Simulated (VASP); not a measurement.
CuAu: single point with PBE

The system is CuAu.

```
Cu Au
1.0
     2.78121    0.00000    0.00000
     0.00000    2.78121    0.00000
     0.00000    0.00000    3.64537
Cu Au
1 1
Direct
  0.50000 0.50000 0.50000
  0.00000 0.00000 0.00000
```

This cell differs from its parent crystal: volume scaled by 0.98.

```
Program                : VASP 6.6.1
Task                   : single point
Functional             : PBE
Potentials or basis    : VASP PAW PBE potentials, release 64 (Cu, Au)
Cutoff                 : 520 eV
k mesh                 : 13 × 13 × 10
Occupations            : fermi-dirac, width 0.05 eV
Spin                   : no spin polarisation
Dipole correction      : no
Further INCAR settings : ALGO = Normal; EDIFF = 1e-07; NBANDS = 18
```

The pressure is 10.4 GPa and the band gap on the k mesh is zero (band 11 reaches 13.77 eV, above the bottom of band 12 at 7.19 eV).

Levels at points of the mesh, in eV from the Fermi level:
```tsv
k point	band 7	band 8	band 9	band 10	band 11	band 12	band 13	band 14	band 15	band 16
(0.00, 0.00, 0.00)	-2.96	-2.23	-1.76	-1.52	-1.52	2.03	8.30	10.12	10.12	16.99
(0.00, 0.00, 0.50)	-3.36	-2.85	-2.46	-2.43	-2.43	-2.07	14.45	14.79	14.79	15.25
```

Wall time 46 s on 1 thread of Intel Xeon 6975P-C (shared host), peak memory 0.22 GiB.

Caveat: spin-orbit coupling is left out, which moves the levels of the heavy elements.
